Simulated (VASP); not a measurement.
F: dielectric tensor with PBE

The system is F.

```
F
1.0
     2.47041   -1.61564    0.11651
     2.47041    1.61564    0.11651
    -0.26474    0.00000    6.52922
F
4
Direct
  0.59418 0.90464 0.59644
  0.09536 0.40582 0.90356
  0.40582 0.09536 0.40356
  0.90464 0.59418 0.09644
```

```yaml
Program: VASP 6.6.1
Task: dielectric tensor
Functional: PBE
Potentials_or_basis: VASP PAW PBE potentials, release 64 (F)
Cutoff: 520 eV
k_mesh: 8 × 8 × 4
Occupations: gaussian, width 0.01 eV
Spin: no spin polarisation
Dipole_correction: no
Further_INCAR_settings: ALGO = Normal; EDIFF = 1e-08
```

```yaml
Band_gap_on_the_k_mesh: 2.88 eV
Electronic_dielectric_tensor_diagonal: 1.60, 1.85, 2.64
Born_charges_mean_of_the_diagonal: F +0.00 e
```

Levels at points of the mesh, in eV from the valence-band top:
| k point | band 10 | band 11 | band 12 | band 13 | band 14 | band 15 | band 16 | band 17 | band 18 |
| --- | --- | --- | --- | --- | --- | --- | --- | --- | --- |
| (0.00, 0.00, 0.00) | -3.10 | -0.50 | -0.20 | -0.03 | 0.00 | 2.88 | 3.96 | 9.99 | 12.52 |
| (0.50, 0.00, 0.00) | -3.39 | -0.58 | -0.58 | -0.11 | -0.11 | 3.55 | 3.55 | 14.85 | 14.86 |
| (0.50, 0.50, 0.00) | -3.55 | -0.98 | -0.68 | -0.25 | -0.24 | 3.20 | 3.85 | 15.24 | 15.73 |
| (0.00, 0.00, 0.50) | -3.12 | -0.39 | -0.39 | -0.02 | -0.02 | 3.40 | 3.40 | 10.93 | 10.93 |
| (0.50, 0.00, 0.50) | -3.40 | -0.50 | -0.49 | -0.07 | -0.06 | 3.49 | 3.50 | 15.14 | 15.17 |
| (0.50, 0.50, 0.50) | -3.61 | -0.59 | -0.59 | -0.49 | -0.49 | 3.52 | 3.52 | 15.68 | 15.68 |

Electronic dielectric tensor:
```
 1.60  0.00 -0.04
 0.00  1.85  0.00
-0.04  0.00  2.64
```

Born effective charge tensors (e):
atom 1, F
```
 0.00  0.00  0.00
 0.00  0.00 -0.08
 0.00 -0.12  0.00
```
atom 2, F
```
0.00 0.00 0.00
0.00 0.00 0.08
0.00 0.12 0.00
```
atom 3, F
```
 0.00  0.00  0.00
 0.00  0.00 -0.08
 0.00 -0.12  0.00
```
atom 4, F
```
0.00 0.00 0.00
0.00 0.00 0.08
0.00 0.12 0.00
```

It took 5.6 min on 1 thread of Intel(R) Xeon(R) Platinum 8259CL CPU @ 2.50GHz (Skylake/Cascade Lake), with other jobs on the host, peak memory 0.31 GiB.

 A k mesh can miss the band edges.
